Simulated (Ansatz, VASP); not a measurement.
# Two plane-wave programs on ZnCu

```
Zn Cu
1.0
     2.83957    0.00000    0.00000
     0.00000    2.83957    0.00000
     0.00000    0.00000    2.83957
Zn Cu
1 1
Direct
  0.50000 0.50000 0.50000
  0.00000 0.00000 0.00000
```

Alike in both runs: task single point; functional PBE; k mesh 14 × 14 × 14; occupations gaussian, width 0.1 eV; no spin polarisation.

|  | VASP | Ansatz |
| --- | --- | --- |
| version | VASP 6.6.1 | Ansatz 0.2.0 |
| potentials or method | VASP PAW PBE potentials, release 64 (Zn, Cu), cutoff 520 eV | scalar-relativistic, plane waves, PAW |
| valence electrons in the cell | 23 | 31 |

```csv
,VASP,Ansatz,Ansatz less VASP
gap on the k mesh at the Fermi level (eV),none,none,-
pressure (GPa),21.0,20.3,-0.70
```

A gap of «none» marks a metal or a gap that the smearing closes. The functional is the same, so the differences come from potentials, cutoffs and numerics. VASP's potentials hold 23 valence electrons a cell and Ansatz's 31, so a difference there can come from the potentials and not from the codes.
